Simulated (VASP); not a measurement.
Here is a VASP 6.6.1 calculation.

File POSCAR:

```
Sn
1.0
   -1.6042876300      1.6074357407      2.2268922005
    1.7129120417     -1.7129036624      2.4004502162
    1.7064617049      1.8117748213     -2.3150553137
Sn
1
Direct
    0.0000000000      0.0000000000      0.0000000000
```

File INCAR.step1:

```
SYSTEM = Sn
PREC = Accurate
ENCUT = 520
EDIFF = 1E-5
ISMEAR = -1
SIGMA = 0.05
LREAL = .False.
LASPH = .True.
NELM = 60
ALGO = Normal
ISIF = 2
LWAVE = .True.
LCHARG = .False.
NBANDS = 13
GGA = PE
```

INCAR.step2

```
SYSTEM = Sn
PREC = Accurate
ENCUT = 520
EDIFF = 1E-6
ISMEAR = -1
SIGMA = 0.05
LREAL = .False.
LASPH = .True.
NELM = 60
ALGO = Normal
ISIF = 2
LWAVE = .False.
LCHARG = .False.
GGA = PE
LHFCALC = .True.
AEXX = 0.25
PRECFOCK = Normal
NBANDS = 13
ISTART = 1
```

KPOINTS

```
regular mesh
0
Gamma
  5 5 5
  0 0 0
```

Potentials or basis: VASP PAW PBE potentials, release 64 (Sn_d).

Launch:

```sh
$ cat potpaw_PBE.64/Sn_d/POTCAR > POTCAR
$ cp INCAR.step1 INCAR
$ mpirun -np 1 vasp_std > vasp.out
$ cp INCAR.step2 INCAR
$ mpirun -np 1 vasp_std > vasp.out
```

Question: Estimate the pressure.

Answer: -0.2 GPa.

Question: Estimate the band gap on the k mesh.

Answer: Zero (bands 7 and 8 overlap by 9.77 eV).

Stress tensor (GPa, compression positive):
```
-0.58 -0.16 -0.36
-0.16 -0.10  0.30
-0.36  0.30  0.08
```

Caveat: the k points lie up to 0.47 Å⁻¹ apart, too coarse for converged energies and pressures of a metal; the PAW data sets were made with another functional, which shifts forces and pressure a little; spin-orbit coupling is left out, which moves the levels of the heavy elements.
